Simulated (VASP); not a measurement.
# SbAs4Au (P6/mmm) in VASP: notebook

SbAs4Au is run at these levels: PBE; tasks: relaxation of cell and atoms, single point.

Program: VASP 6.6.1. These are calculated values, not measurements. Logs are shortened: lines on timing, memory, paths and dates and some standing lists are left out, and cuts for length are marked.

**1. The cell of the first run**

It takes space group P6/mmm (No. 191, hexagonal). Conventional cell: a = 4.827 Å, b = 4.827 Å, c = 8.889 Å, α = 90.00°, β = 90.00°, γ = 120.00°. Sb (site symmetry 6/mmm) has 2 As at 2.24 Å within 3.0 Å. Within 3.7 Å of As (site symmetry -6m2) lie 9 As at 2.79 to 3.55 Å and 3 Au at 2.79 Å. Within 2.9 Å of As (site symmetry 6mm) lie 1 Au at 2.21 Å and 1 Sb at 2.24 Å. Within 2.9 Å of Au (site symmetry 6/mmm) lie 8 As at 2.21 to 2.79 Å.

The cell was built from a structure type or drawn by symmetry, and may not be a known phase.

**2. Relaxation of cell and atoms, PBE**

INCAR reads:

```
SYSTEM = SbAs4Au
PREC = Accurate ; ENCUT = 600
EDIFF = 1E-6 ; ISMEAR = 0
SIGMA = 0.1 ; LREAL = .FALSE.
LASPH = .TRUE. ; NELM = 60
ALGO = Normal ; ISIF = 3
LWAVE = .FALSE. ; LCHARG = .FALSE.
GGA = PE ; IBRION = 2
NSW = 90 ; EDIFFG = -0.04
```

KPOINTS reads:

```
regular mesh
0
G
  6 6 2
  0 0 0
```

POSCAR reads:

```
SbAs4Au
1.0
    4.8273291800      0.0000000000      0.0000000000
   -2.4136645900      4.1805897000      0.0000000000
    0.0000000000      0.0000000000      8.8891516900
Sb As Au
1 4 1
Direct
    0.0000000000      0.0000000000      0.0000000000
    0.3333333300      0.6666666700      0.5000000000
    0.6666666700      0.3333333300      0.5000000000
    0.0000000000      0.0000000000      0.7481329800
    0.0000000000      0.0000000000      0.2518670200
    0.0000000000      0.0000000000      0.5000000000
```

Potentials or basis: VASP PAW PBE potentials, release 64 (Sb, As, Au).

Run with:

```
$ cat potpaw_PBE.64/Sb/POTCAR potpaw_PBE.64/As/POTCAR potpaw_PBE.64/Au/POTCAR > POTCAR
$ mpirun -np 1 vasp_std > vasp.out
```

OUTCAR:

```text
SYSTEM = SbAs4Au
   PREC = Accurate
   ENCUT = 600
   EDIFF = 1E-6
   ISMEAR = 0
   LREAL = .FALSE.
   LASPH = .TRUE.
   NELM = 60
   ISIF = 3
   GGA = PE
   IBRION = 2
   NSW = 90
   EDIFFG = -0.04

 ion  position               nearest neighbor table
   1  0.000  0.000  0.000-   4 2.24   5 2.24
   2  0.333  0.667  0.500-   3 2.79   6 2.79   3 2.79   6 2.79   6 2.79   3 2.79
   3  0.667  0.333  0.500-   2 2.79   6 2.79   2 2.79   6 2.79   6 2.79   2 2.79
   4  0.000  0.000  0.748-   6 2.21   1 2.24
   5  0.000  0.000  0.252-   6 2.21   1 2.24
   6  0.000  0.000  0.500-   4 2.21   5 2.21   2 2.79   3 2.79   2 2.79   3 2.79   3 2.79   2 2.79

  LATTYP: Found a hexagonal cell.
 ALAT       =     4.8273291800
 C/A-ratio  =     1.8414223183

  Lattice vectors:

 A1 = (   4.8273291800,   0.0000000000,   0.0000000000)
 A2 = (  -2.4136645900,   4.1805897000,   0.0000000000)
 A3 = (   0.0000000000,   0.0000000000,   8.8891516900)

Analysis of symmetry for initial positions (statically):
=====================================================================
 Subroutine PRICEL returns:
 Original cell was already a primitive cell.

 Routine SETGRP: Setting up the symmetry group for a
 hexagonal supercell.

 Subroutine GETGRP returns: Found 24 space group operations
 (whereof 24 operations were pure point group operations)
 out of a pool of 24 trial point group operations.

The static configuration has the point symmetry D_6h.

Analysis of symmetry for dynamics (positions and initial velocities):
=====================================================================
 Subroutine PRICEL returns:
 Original cell was already a primitive cell.

 Routine SETGRP: Setting up the symmetry group for a
 hexagonal supercell.

 Subroutine GETGRP returns: Found 24 space group operations
 (whereof 24 operations were pure point group operations)
 out of a pool of 24 trial point group operations.

The dynamic configuration has the point symmetry D_6h.

 Subroutine INISYM returns: Found 24 space group operations
 (whereof 24 operations are pure point group operations),
 and found     1 'primitive' translations

----------------------------------------------------------------------------------------

                                     Primitive cell

  volume of cell :     179.3927

  direct lattice vectors                    reciprocal lattice vectors
     4.827329180  0.000000000  0.000000000     0.207153886  0.119600352  0.000000000
    -2.413664590  4.180589700  0.000000000     0.000000000  0.239200704  0.000000000
     0.000000000  0.000000000  8.889151690     0.000000000  0.000000000  0.112496674

  length of vectors
     4.827329180  4.827329178  8.889151690     0.239200704  0.239200704  0.112496674

  position of ions in fractional coordinates (direct lattice)
     0.000000000  0.000000000  0.000000000
     0.333333330  0.666666670  0.500000000
     0.666666670  0.333333330  0.500000000
     0.000000000  0.000000000  0.748132980
     0.000000000  0.000000000  0.251867020
     0.000000000  0.000000000  0.500000000

  ion indices of the primitive-cell ions
   primitive index   ion index
                 1           1
                 2           2
                 3           3
                 4           4
                 5           5
                 6           6

----------------------------------------------------------------------------------------

 KPOINTS: regular mesh

Automatic generation of k-mesh.
 Grid dimensions read from file:
 generate k-points for:    6    6    2

 Generating k-lattice:

  Cartesian coordinates                     Fractional coordinates (reciprocal lattice)
     0.034525648  0.019933392  0.000000000     0.166666667 -0.000000000  0.000000000
     0.000000000  0.039866784  0.000000000     0.000000000  0.166666667  0.000000000
     0.000000000  0.000000000  0.056248337     0.000000000  0.000000000  0.500000000

  Length of vectors
     0.039866784  0.039866784  0.056248337

  Shift w.r.t. Gamma in fractional coordinates (k-lattice)
     0.000000000  0.000000000  0.000000000

 Subroutine IBZKPT returns following result:
 ===========================================

 Found     14 irreducible k-points:

 Following reciprocal coordinates:
            Coordinates               Weight
  0.000000  0.000000  0.000000      1.000000
  0.166667  0.000000  0.000000      6.000000
  0.333333  0.000000  0.000000      6.000000
  0.500000  0.000000  0.000000      3.000000
  0.166667  0.166667  0.000000      6.000000
  0.333333  0.166667  0.000000     12.000000
  0.333333  0.333333  0.000000      2.000000
  0.000000  0.000000  0.500000      1.000000
  0.166667  0.000000  0.500000      6.000000
  0.333333  0.000000  0.500000      6.000000
  0.500000  0.000000  0.500000      3.000000
  0.166667  0.166667  0.500000      6.000000
  0.333333  0.166667  0.500000     12.000000
  0.333333  0.333333  0.500000      2.000000
   k-points           NKPTS =     14   k-points in BZ     NKDIM =     14   number of bands    NBANDS=     22
   number of dos      NEDOS =    301   number of ions     NIONS =      6
   total plane-waves  NPLWV = 115200
   dimension x,y,z NGX =    40 NGY =   40 NGZ =   72
   dimension x,y,z NGXF=    80 NGYF=   80 NGZF=  144
   ions per type =               1   4   1
   NGX,Y,Z   is equivalent  to a cutoff of  13.78, 13.78, 13.47 a.u.
   NGXF,Y,Z  is equivalent  to a cutoff of  27.55, 27.55, 26.93 a.u.
 SYSTEM =  SbAs4Au
   PREC   = accura    normal or accurate (medium, high low for compatibility)
   ISTART =      0    job   : 0-new  1-cont  2-samecut
   ICHARG =      2    charge: 1-file 2-atom 10-const
   ISPIN  =      1    spin polarized calculation?
   LNONCOLLINEAR =      F non collinear calculations
   LSORBIT =      F    spin-orbit coupling
   LASPH  =      T    aspherical Exc in radial PAW
   ENCUT  =  600.0 eV  44.10 Ry    6.64 a.u.   9.64  9.64 17.75*2*pi/ulx,y,z
   NELM   =     60;   NELMIN=  2; NELMDL= -5     # of ELM steps
   EDIFF  = 0.1E-05   stopping-criterion for ELM
   LREAL  =      F    real-space projection
   EDIFFG = -.4E-01   stopping-criterion for IOM
   NSW    =     90    number of steps for IOM
   IBRION =      2    ionic relax: 0-MD 1-quasi-New 2-CG
   NFREE  =      1    steps in history (QN), initial steepest desc. (CG)
   ISIF   =      3    stress and relaxation
   ISYM   =      2    0-nonsym 1-usesym 2-fastsym
   POTIM  = 0.5000    time-step for ionic-motion
   TEBEG  =    0.0;   TEEND  =   0.0 temperature during run
   PSTRESS=    0.0 pullay stress
   NELECT =      36.0000    total number of electrons
   NUPDOWN=      -1.0000    fix difference up-down
   EMIN   =  10.00;   EMAX   =-10.00  energy-range for DOS
   EFERMI =   0.00;   METHOD = LEGACY
   ISMEAR =     0;   SIGMA  =   0.10  broadening in eV -4-tet -1-fermi 0-gaus
   EFERMI_NEDOS =   21; number of points for ismear=-14 and -15
   IALGO  =     38    algorithm
   IMIX   =      4    mixing-type and parameters
     AMIX     =   0.40;   BMIX     =  1.00
     AMIX_MAG =   1.60;   BMIX_MAG =  1.00
  volume/ion in A,a.u.               =      29.90       201.77
  Fermi-wavevector in a.u.,A,eV,Ry     =   0.958460  1.811227 12.498936  0.918646
  Thomas-Fermi vector in A             =   2.087569
   LORBIT       =      0    0 simple, 1 ext, 2 COOP (PROOUT), +10 PAW based schemes
   GGA     = PE    functional components
   LHFCALC =     F    Hartree Fock is set to
   AEXX    =    0.0000 exact exchange contribution
   IVDW    =     0    specifies the selected vdW correction
   LEPSILON=     F    determine dielectric tensor
   LRPA    =     F    only Hartree local field effects (RPA)
 conjugate gradient relaxation of ions
 non-spin polarized calculation
 Gauss-broadening in eV      SIGMA  =   0.10
  energy-cutoff  :      600.00
  volume of cell :      179.39
 maximum number of plane-waves:      6060
 NGX is ok and might be reduce to    40
   NGX = 19   NGY = 19   NGZ = 35

--------------------------------------- Ionic step        1  -------------------------------------------

 number of electron      35.9999999 magnetization

 Free energy of the ion-electron system (eV)
  ---------------------------------------------------
  ext. energy  EPLUGINS =         0.00000000
  ---------------------------------------------------
  free energy    TOTEN  =       -18.50240642 eV

  energy without entropy =      -18.48232649  energy(sigma->0) =      -18.49236645

------------------------ aborting loop because EDIFF is reached ----------------------------------------

  FORCE on cell =-STRESS in cart. coord.  units (eV):
  Direction    XX          YY          ZZ          XY          YZ          ZX
  --------------------------------------------------------------------------------------
  -------------------------------------------------------------------------------------
  Total        4.6545984      4.6545984     37.5007797      0.0000000     -0.0000000      0.0000000
  in kB       41.5707651     41.5707651    334.9238706      0.0000000     -0.0000000      0.0000000
  external PRESSURE =     139.3551336 kB  Pullay stress =       0.0000000 kB
[... 101 lines left out ...]
  FREE ENERGIE OF THE ION-ELECTRON SYSTEM (eV)
  ---------------------------------------------------
  free  energy   TOTEN  =       -20.5156292165 eV

  energy  without entropy=      -20.4948690149  energy(sigma->0) =      -20.50524912

[... ionic steps 4 to 14 ...]

--------------------------------------- Ionic step       15  -------------------------------------------

 number of electron      36.0000001 magnetization

------------------------ aborting loop because EDIFF is reached ----------------------------------------

  FORCE on cell =-STRESS in cart. coord.  units (eV):
  Direction    XX          YY          ZZ          XY          YZ          ZX
  --------------------------------------------------------------------------------------
  -------------------------------------------------------------------------------------
  Total       -0.0302196     -0.0302196     -0.5103519      0.0000000     -0.0000000      0.0000000
  in kB       -0.2323047     -0.2323047     -3.9231901      0.0000000     -0.0000000      0.0000000
  external PRESSURE =      -1.4625999 kB  Pullay stress =       0.0000000 kB
[... 65 lines left out ...]
  energy  without entropy=      -20.6003565091  energy(sigma->0) =      -20.61926812

--------------------------------------- Ionic step       17  -------------------------------------------

 number of electron      36.0000003 magnetization

 Free energy of the ion-electron system (eV)
  ---------------------------------------------------
  ext. energy  EPLUGINS =         0.00000000
  ---------------------------------------------------
  free energy    TOTEN  =       -20.63860363 eV

  energy without entropy =      -20.60256647  energy(sigma->0) =      -20.62058505

 E-fermi :   1.9154     XC(G=0):  -7.9721

 val. band max:        1.9154050802   @ k =   0.1667   0.1667   0.5000
 cond. band min:       1.9360583787   @ k =   0.3333   0.0000   0.5000
 fundamental gap:      0.0206532985
 Fermi energy:         1.9154221731

 k-point     1 :       0.0000    0.0000    0.0000
  band No.  band energies     occupation
      1     -11.5555      2.00000
      2      -9.5021      2.00000
      3      -8.4997      2.00000
      4      -5.9466      2.00000
      5      -5.5389      2.00000
      6      -4.7083      2.00000
[... 372 lines left out ...]
  FREE ENERGIE OF THE ION-ELECTRON SYSTEM (eV)
  ---------------------------------------------------
  free  energy   TOTEN  =       -20.6386036306 eV

  energy  without entropy=      -20.6025664667  energy(sigma->0) =      -20.62058505

 reached required accuracy - stopping structural energy minimisation
```

Wall time 8.3 min (1 thread of Intel Xeon 6975P-C (Granite Rapids), shared host); peak memory 0.41 GiB.

Results:

```yaml
Free_energy: -20.6386 eV
Relaxed_volume: 34.80 Å³/atom
Relaxed_cell: a = 4.732 Å, b = 4.732 Å, c = 10.766 Å, α = 90.00°, β = 90.00°, γ = 120.00°
Space_group_after_relaxing_to_0.1_Å: P6/mmm (No. 191)
Energy_gained_by_relaxing: 356.0 meV/atom
Ionic_steps: 17
Pressure_after_relaxing: 0.0 GPa
Largest_force_after_relaxing: 0.005 eV/Å
Band_gap_on_the_k_mesh: zero (bands 18 and 19 overlap by 0.42 eV)
```

Forces in eV/Å, atoms in the order of the input:
```
Sb   0.000  0.000  0.000
As   0.000  0.000  0.000
As   0.000  0.000  0.000
As   0.000  0.000  0.005
As   0.000  0.000 -0.005
Au   0.000  0.000  0.000
```

The path:
| step | energy change (eV) | largest force (eV/Å) | pressure (GPa) | volume (Å³) |
| --- | --- | --- | --- | --- |
| 1 | 0.0000 | 0.7414 | 13.94 | 179.39 |
| 2 | -0.6596 | 1.0962 | -5.34 | 251.29 |
| 3 | -2.0132 | 0.7605 | -0.56 | 211.32 |
| 4 | -2.0141 | 0.7591 | -0.40 | 210.66 |
| 5 | -2.0139 | 0.7582 | -0.24 | 210.02 |
| 6 | -2.0605 | 0.5108 | -0.05 | 208.39 |
| 7 | -2.0971 | 0.0372 | 0.59 | 205.37 |
| 8 | -2.1201 | 0.1542 | -0.27 | 208.10 |
| 9 | -2.1201 | 0.1612 | -0.30 | 208.20 |
| 10 | -2.1255 | 0.1081 | -0.11 | 207.14 |
| 11 | -2.1288 | 0.0240 | 0.25 | 205.47 |
| 12 | -2.1317 | 0.0513 | 0.08 | 206.48 |
| 13 | -2.1336 | 0.0957 | -0.08 | 207.75 |
| 14 | -2.1328 | 0.1710 | -0.27 | 210.21 |
| 15 | -2.1342 | 0.1120 | -0.15 | 208.42 |
| 16 | -2.1358 | 0.0516 | -0.05 | 208.63 |
| 17 | -2.1362 | 0.0052 | 0.02 | 208.78 |

Final structure:
```cif
data_structure
_symmetry_space_group_name_H-M 'P 1'
_symmetry_Int_Tables_number 1
_cell_length_a 4.7320
_cell_length_b 4.7320
_cell_length_c 10.7661
_cell_angle_alpha 90.000
_cell_angle_beta 90.000
_cell_angle_gamma 120.000
_cell_volume 208.78
loop_
_atom_site_label
_atom_site_type_symbol
_atom_site_fract_x
_atom_site_fract_y
_atom_site_fract_z
_atom_site_occupancy
Sb1 Sb 0.00000 0.00000 0.00000 1
As1 As 0.33333 0.66667 0.50000 1
As2 As 0.66667 0.33333 0.50000 1
As3 As 0.00000 0.00000 0.77493 1
As4 As 0.00000 0.00000 0.22507 1
Au1 Au 0.00000 0.00000 0.50000 1
```

Levels at points of the mesh, in eV from the Fermi level:
```csv
k point,band 14,band 15,band 16,band 17,band 18,band 19,band 20,band 21,band 22
"(0.00, 0.00, 0.00)",-1.25,-0.72,-0.72,-0.55,-0.55,-0.27,0.27,0.27,1.53
"(0.50, 0.00, 0.00)",-2.45,-1.51,-1.29,-0.41,-0.03,-0.02,0.78,1.94,1.96
"(0.00, 0.00, 0.50)",-1.01,-0.95,-0.95,-0.72,-0.72,0.49,0.49,0.90,1.31
"(0.50, 0.00, 0.50)",-1.30,-1.29,-1.07,-0.91,-0.86,-0.04,0.99,1.42,1.93
```

Caveat: the volume moved by over 15 % at a fixed basis, so the end points are rough; spin-orbit coupling is left out, which moves the levels of the heavy elements.

**3. Single point, PBE**

This run uses another cell than the first one, of 34.62 Å³/atom.

INCAR reads:

```
PREC     = Accurate       # precision mode
ENCUT    = 520            # plane-wave cutoff, eV
EDIFF    = 1E-6           # SCF threshold, eV
ISMEAR   = 0              # smearing method
SIGMA    = 0.1            # smearing width, eV
LREAL    = F              # projectors in reciprocal space
LASPH    = T              # aspherical terms in the spheres
NELM     = 60             # most SCF steps
ALGO     = Normal         # electronic algorithm
ISIF     = 2              # what is computed and relaxed
LWAVE    = F              # write WAVECAR
LCHARG   = F              # write CHGCAR
GGA      = PE             # functional
NBANDS   = 27             # bands
```

KPOINTS reads:

```
Automatic mesh
0
Gamma
  12 12 4
```

POSCAR reads:

```
SbAs4Au
1.0
    4.8297868226      0.0000000000      0.0000000000
   -2.4148934113      4.1827180833      0.0000000000
    0.0000000000      0.0000000000     10.2818867706
Sb As Au
1 4 1
Direct
    0.0000000000      0.0000000000      0.0000000000
    0.3333333333      0.6666666667      0.5000000000
    0.6666666667      0.3333333333      0.5000000000
    0.0000000000      0.0000000000      0.7606368609
    0.0000000000      0.0000000000      0.2393631391
    0.0000000000      0.0000000000      0.5000000000
```

Potentials or basis: VASP PAW PBE potentials, release 64 (Sb, As, Au).

Run with:

```
$ cat potpaw_PBE.64/Sb/POTCAR potpaw_PBE.64/As/POTCAR potpaw_PBE.64/Au/POTCAR > POTCAR
$ mpirun -np 1 vasp_std > vasp.out
```

Run time: 2.5 min. Hardware: 1 thread of Intel Xeon 6975P-C (Granite Rapids), shared host; peak memory 0.52 GiB.

It converged, with:

| Property | Result |
| --- | --- |
| Free energy | -20.6955 eV |
| Pressure | 0.0 GPa |
| Largest force | 0.044 eV/Å |
| Band gap on the k mesh | zero (bands 18 and 19 overlap by 0.66 eV) |

Forces in eV/Å, atoms in the order of the input:
```
Sb   0.000  0.000  0.000
As   0.000  0.000  0.000
As   0.000  0.000  0.000
As   0.000  0.000 -0.044
As   0.000  0.000  0.044
Au   0.000  0.000  0.000
```

Stress tensor (GPa, compression positive):
```
0.00 0.00 0.00
0.00 0.00 0.00
0.00 0.00 0.14
```

Levels at points of the mesh, in eV from the Fermi level:
```tsv
k point	band 15	band 16	band 17	band 18	band 19	band 20	band 21	band 22
(0.00, 0.00, 0.00)	-0.72	-0.72	-0.59	-0.34	-0.34	0.24	0.24	1.42
(0.50, 0.00, 0.00)	-1.52	-1.23	-0.30	-0.02	0.30	0.73	1.81	1.87
(0.00, 0.00, 0.50)	-0.91	-0.91	-0.72	-0.72	0.69	0.69	1.09	1.20
(0.50, 0.00, 0.50)	-1.05	-0.84	-0.76	-0.53	-0.08	0.75	1.65	1.81
```

Caveat: spin-orbit coupling is left out, which moves the levels of the heavy elements.

[end of part 1 of 2]
